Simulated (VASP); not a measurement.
# NaCl (Fm-3m) in VASP: elastic constants with PBEsol

Aim: the elastic constants of NaCl with PBEsol.

All numbers are computed with VASP 6.6.1; they aren't measurements. Logs are shortened: lines on timing, memory, paths and dates and some standing lists are left out, and cuts for length are marked.

## Step 1: The cell of the first run

The structure is cubic, space group Fm-3m (No. 225). The conventional cell has a = 5.290 Å, b = 5.290 Å, c = 5.290 Å, α = 90.00°, β = 90.00°, γ = 90.00°. Na (site symmetry m-3m) has 6 Cl at 2.65 Å within 3.5 Å. Within 3.5 Å of Cl (site symmetry m-3m) lie 6 Na at 2.65 Å.

## Step 2: Elastic constants, PBEsol

Contents of INCAR:

```
ALGO = Normal
EDIFF = 1E-8
ENCUT = 600
GGA = PS
IBRION = 6
ISIF = 3
ISMEAR = 0
LASPH = T
LCHARG = F
LREAL = F
LWAVE = F
NELM = 100
NFREE = 2
NSW = 1
POTIM = 0.015
PREC = Accurate
SIGMA = 0.01
```

Contents of KPOINTS:

```
k-points
0
Gamma
  8 8 8
```

Contents of POSCAR:

```
NaCl
1.0
    0.0000000000      2.6451925339      2.6451925339
    2.6451925339      0.0000000000      2.6451925339
    2.6451925339      2.6451925339      0.0000000000
Na Cl
1 1
Direct
    0.0000000000      0.0000000000      0.0000000000
    0.5000000000      0.5000000000      0.5000000000
```

Potentials or basis: VASP PAW PBE potentials, release 64 (Na_pv, Cl).

Command:

```console
$ cat potpaw_PBE.64/Na_pv/POTCAR potpaw_PBE.64/Cl/POTCAR > POTCAR
$ mpirun -np 1 vasp_std > vasp.out
```

OUTCAR:

```text
EDIFF = 1E-8
   ENCUT = 600
   GGA = PS
   IBRION = 6
   ISIF = 3
   ISMEAR = 0
   LASPH = T
   LREAL = F
   NELM = 100
   NFREE = 2
   NSW = 1
   POTIM = 0.015
   PREC = Accurate

 ion  position               nearest neighbor table
   1  0.000  0.000  0.000-   2 2.65   2 2.65   2 2.65   2 2.65   2 2.65   2 2.65
   2  0.500  0.500  0.500-   1 2.65   1 2.65   1 2.65   1 2.65   1 2.65   1 2.65

  LATTYP: Found a face centered cubic cell.
 ALAT       =     5.2903850678

  Lattice vectors:

 A1 = (   0.0000000000,   2.6451925339,   2.6451925339)
 A2 = (   2.6451925339,   0.0000000000,   2.6451925339)
 A3 = (   2.6451925339,   2.6451925339,   0.0000000000)

Analysis of symmetry for initial positions (statically):
=====================================================================
 Subroutine PRICEL returns:
 Original cell was already a primitive cell.

 Routine SETGRP: Setting up the symmetry group for a
 face centered cubic supercell.

 Subroutine GETGRP returns: Found 48 space group operations
 (whereof 48 operations were pure point group operations)
 out of a pool of 48 trial point group operations.

The static configuration has the point symmetry O_h .

Analysis of symmetry for dynamics (positions and initial velocities):
=====================================================================
 Subroutine PRICEL returns:
 Original cell was already a primitive cell.

 Routine SETGRP: Setting up the symmetry group for a
 face centered cubic supercell.

 Subroutine GETGRP returns: Found 48 space group operations
 (whereof 48 operations were pure point group operations)
 out of a pool of 48 trial point group operations.

The dynamic configuration has the point symmetry O_h .

 Subroutine INISYM returns: Found 48 space group operations
 (whereof 48 operations are pure point group operations),
 and found     1 'primitive' translations

----------------------------------------------------------------------------------------

                                     Primitive cell

  volume of cell :      37.0171

  direct lattice vectors                    reciprocal lattice vectors
     0.000000000  2.645192534  2.645192534    -0.189022158  0.189022158  0.189022158
     2.645192534  0.000000000  2.645192534     0.189022158 -0.189022158  0.189022158
     2.645192534  2.645192534  0.000000000     0.189022158  0.189022158 -0.189022158

  length of vectors
     3.740867157  3.740867157  3.740867157     0.327395981  0.327395981  0.327395981

  position of ions in fractional coordinates (direct lattice)
     0.000000000  0.000000000  0.000000000
     0.500000000  0.500000000  0.500000000

  ion indices of the primitive-cell ions
   primitive index   ion index
                 1           1
                 2           2

----------------------------------------------------------------------------------------

 KPOINTS: k-points

Automatic generation of k-mesh.
 Grid dimensions read from file:
 generate k-points for:    8    8    8

 Generating k-lattice:

  Cartesian coordinates                     Fractional coordinates (reciprocal lattice)
    -0.023627770  0.023627770  0.023627770     0.125000000  0.000000000  0.000000000
     0.023627770 -0.023627770  0.023627770     0.000000000  0.125000000  0.000000000
     0.023627770  0.023627770 -0.023627770     0.000000000  0.000000000  0.125000000

[... 105 lines left out ...]

  energy without entropy =       -6.87199612  energy(sigma->0) =       -6.87199612

------------------------ aborting loop because EDIFF is reached ----------------------------------------

  FORCE on cell =-STRESS in cart. coord.  units (eV):
  Direction    XX          YY          ZZ          XY          YZ          ZX
  --------------------------------------------------------------------------------------
  -------------------------------------------------------------------------------------
  Total        1.5651089      1.5651089      1.5651089      0.0000000      0.0000000     -0.0000000
  in kB       67.7412602     67.7412602     67.7412602      0.0000000      0.0000000     -0.0000000
  external PRESSURE =      67.7412602 kB  Pullay stress =       0.0000000 kB
[... 89 lines left out ...]
  FREE ENERGIE OF THE ION-ELECTRON SYSTEM (eV)
  ---------------------------------------------------
  free  energy   TOTEN  =        -6.8451235204 eV

  energy  without entropy=       -6.8451235204  energy(sigma->0) =       -6.84512352

[... ionic steps 4 to 14 ...]

--------------------------------------- Ionic step       15  -------------------------------------------

 number of electron      14.0000002 magnetization

------------------------ aborting loop because EDIFF is reached ----------------------------------------
[... 67 lines left out ...]
--------------------------------------- Ionic step       17  -------------------------------------------

 number of electron      14.0000004 magnetization

 Free energy of the ion-electron system (eV)
  ---------------------------------------------------
  ext. energy  EPLUGINS =         0.00000000
  ---------------------------------------------------
  free energy    TOTEN  =        -6.87165072 eV

  energy without entropy =       -6.87165072  energy(sigma->0) =       -6.87165072

 E-fermi :   0.5259     XC(G=0):  -9.2087

 val. band max:        0.4842774930   @ k =   0.0000   0.0000   0.0000
 cond. band min:       6.2301078873   @ k =   0.0000   0.0000   0.0000
 fundamental gap:      5.7458303943
 Fermi energy:         0.5258618795

 k-point     1 :       0.0000    0.0000    0.0000
  band No.  band energies     occupation
      1     -19.8921      2.00000
      2     -19.8920      2.00000
      3     -19.8920      2.00000
      4     -12.6925      2.00000
      5       0.4842      2.00000
      6       0.4843      2.00000
      7       0.4843      2.00000
      8       6.2301      0.00000
      9      11.6039      0.00000
     10      11.6039      0.00000
     11      11.6039      0.00000
[... 309 lines left out ...]
 k-point    24 :      -0.3750    0.2500    0.1250
  band No.  band energies     occupation
      1     -19.9517      2.00000
      2     -19.9109      2.00000
      3     -19.9018      2.00000
      4     -12.0387      2.00000
      5      -1.7991      2.00000
      6      -0.6081      2.00000
      7      -0.1169      2.00000
      8       9.0825      0.00000
      9      10.5421      0.00000
     10      11.5316      0.00000
     11      12.7829      0.00000

 [... further k-points ...]
[... 5 lines left out ...]
  --------------------------------------------------------------------------------------
  -------------------------------------------------------------------------------------
  Total        1.5693253      1.5646434      1.5646434      0.0000000      0.0000000      0.0000000
  in kB       67.9237576     67.7211143     67.7211143      0.0000000      0.0000000      0.0000000
  external PRESSURE =      67.7886621 kB  Pullay stress =       0.0000000 kB
[... 17 lines left out ...]
  FREE ENERGIE OF THE ION-ELECTRON SYSTEM (eV)
  ---------------------------------------------------
  free  energy   TOTEN  =        -6.8716507167 eV

  energy  without entropy=       -6.8716507167  energy(sigma->0) =       -6.87165072

 INTERNAL STRAIN TENSORS FROM STRAINED CELLS
 ============================================

 INTERNAL STRAIN TENSOR FOR ION    1 for displacements in x,y,z  (eV/Angst):
          X           Y           Z          XY          YZ          ZX
  --------------------------------------------------------------------------------
  x    -0.00000     0.00000     0.00000     0.00000     0.00000     0.00000
  y     0.00000    -0.00000    -0.00000    -0.00000     0.00000     0.00000
  z    -0.00000    -0.00000     0.00000     0.00000    -0.00000    -0.00000

 INTERNAL STRAIN TENSORS FROM DISPLACED ATOMS
 ============================================

 INTERNAL STRAIN TENSOR FOR ION    1 for displacements in x,y,z  (eV/Angst):
          X           Y           Z          XY          YZ          ZX
  --------------------------------------------------------------------------------
  x     0.00000     0.00000     0.00000     0.00000     0.00000     0.00000
  y     0.00000     0.00000     0.00000     0.00000     0.00000     0.00000
  z     0.00000     0.00000     0.00000     0.00000     0.00000     0.00000

 INTERNAL STRAIN TENSOR FOR ION    2 for displacements in x,y,z  (eV/Angst):
          X           Y           Z          XY          YZ          ZX
  --------------------------------------------------------------------------------
  x     0.00000     0.00000     0.00000     0.00000     0.00000     0.00000
  y     0.00000     0.00000     0.00000     0.00000     0.00000     0.00000
  z     0.00000     0.00000     0.00000     0.00000     0.00000     0.00000

 Eigenvectors and eigenvalues of the dynamical matrix
 ----------------------------------------------------

   1 f  =    7.352227 THz    46.195405 2PiTHz  245.243895 cm-1    30.406354 meV
             X         Y         Z           dx          dy          dz
      0.000000  0.000000  0.000000     0.304486    0.717618    0.000000
      2.645193  2.645193  2.645193    -0.244649   -0.576594   -0.000000
[... 21 lines left out ...]
   6 f/i=    0.007990 THz     0.050202 2PiTHz    0.266516 cm-1     0.033044 meV
             X         Y         Z           dx          dy          dz
      0.000000  0.000000  0.000000     0.165740    0.407338   -0.446004
      2.645193  2.645193  2.645193     0.206277    0.506965   -0.555088

--------------------------------------------------------------------------------------------------------

 ELASTIC MODULI CONTR FROM IONIC RELAXATION (kBar)
 Direction    XX          YY          ZZ          XY          YZ          ZX
 --------------------------------------------------------------------------------
 XX           0.0000      0.0000      0.0000      0.0000      0.0000      0.0000
 YY           0.0000      0.0000      0.0000      0.0000      0.0000      0.0000
 ZZ           0.0000      0.0000      0.0000      0.0000      0.0000      0.0000
 XY           0.0000      0.0000      0.0000      0.0000      0.0000      0.0000
 YZ           0.0000      0.0000      0.0000      0.0000      0.0000      0.0000
 ZX           0.0000      0.0000      0.0000      0.0000      0.0000      0.0000
 --------------------------------------------------------------------------------

 TOTAL ELASTIC MODULI (kBar)
 Direction    XX          YY          ZZ          XY          YZ          ZX
 --------------------------------------------------------------------------------
 XX        1171.1593    140.5316    140.5316      0.0000      0.0000     -0.0000
 YY         140.5316   1171.1593    140.5316      0.0000     -0.0000      0.0000
 ZZ         140.5316    140.5316   1171.1593      0.0000      0.0000     -0.0000
 XY           0.0000      0.0000      0.0000    122.5856     -0.0000      0.0000
 YZ           0.0000     -0.0000      0.0000     -0.0000    122.5856      0.0000
 ZX          -0.0000      0.0000     -0.0000      0.0000      0.0000    122.5856
 --------------------------------------------------------------------------------
```

Run time: 13 min. Hardware: 1 thread of Intel Xeon 8259CL, shared host; peak memory 0.27 GiB.

What came out:

* Elastic constants C11, C12, C44: 117, 14, 12 GPa
* Voigt bulk modulus: 48 GPa
* Highest phonon frequency at Γ, LO-TO splitting left out: 245 cm⁻¹

Phonon frequencies in cm⁻¹ (negative: imaginary):
```csv
q point,frequencies
"(0.000, 0.000, 0.000)",0 0 0 245 245 245
```

Elastic tensor in Voigt notation (GPa, in the Cartesian axes of the cell as first typed):
```
117  14  14   0   0   0
 14 117  14   0   0   0
 14  14 117   0   0   0
  0   0   0  12   0   0
  0   0   0   0  12   0
  0   0   0   0   0  12
```

Clamped-ion elastic tensor (GPa):
```
117  14  14   0   0   0
 14 117  14   0   0   0
 14  14 117   0   0   0
  0   0   0  12   0   0
  0   0   0   0  12   0
  0   0   0   0   0  12
```

Caveat: the cell is under stress, which shifts elastic constants; the PAW data sets were made with another functional, which shifts forces and pressure a little.
